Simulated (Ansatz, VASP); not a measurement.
## Al3Au in VASP and in Ansatz

```xyz
4
Lattice="3.8361 0.0000 0.0000 0.0000 3.8361 0.0000 0.0000 0.0000 3.8361" Properties=species:S:1:pos:R:3 pbc="T T T"
Al    0.0000    1.9181    1.9181
Al    1.9181    0.0000    1.9181
Al    1.9181    1.9181    0.0000
Au    0.0000    0.0000    0.0000
```

Alike in both runs: task single point; functional PBEsol; k mesh 12 × 12 × 12; occupations gaussian, width 0.1 eV; no spin polarisation.

```csv
,VASP,Ansatz
version,VASP 6.6.1,Ansatz 0.2.0
potentials or method,"VASP PAW PBE potentials, release 64 (Al, Au), cutoff 520 eV","scalar-relativistic, plane waves, PAW"
valence electrons in the cell,20,28
```

|  | VASP | Ansatz | Ansatz less VASP |
| --- | --- | --- | --- |
| gap on the k mesh at the Fermi level (eV) | none | none | - |
| pressure (GPa) | 19.1 | 19.2 | +0.09 |

VASP's potentials were made for PBE, not for PBEsol. A gap of «none» marks a metal or a gap that the smearing closes. With one functional, cell and mesh, what is left measures potentials, basis and numerics. VASP's potentials hold 20 valence electrons a cell and Ansatz's 28, so a difference there can come from the potentials and not from the codes.

Neither program's run includes spin-orbit coupling.
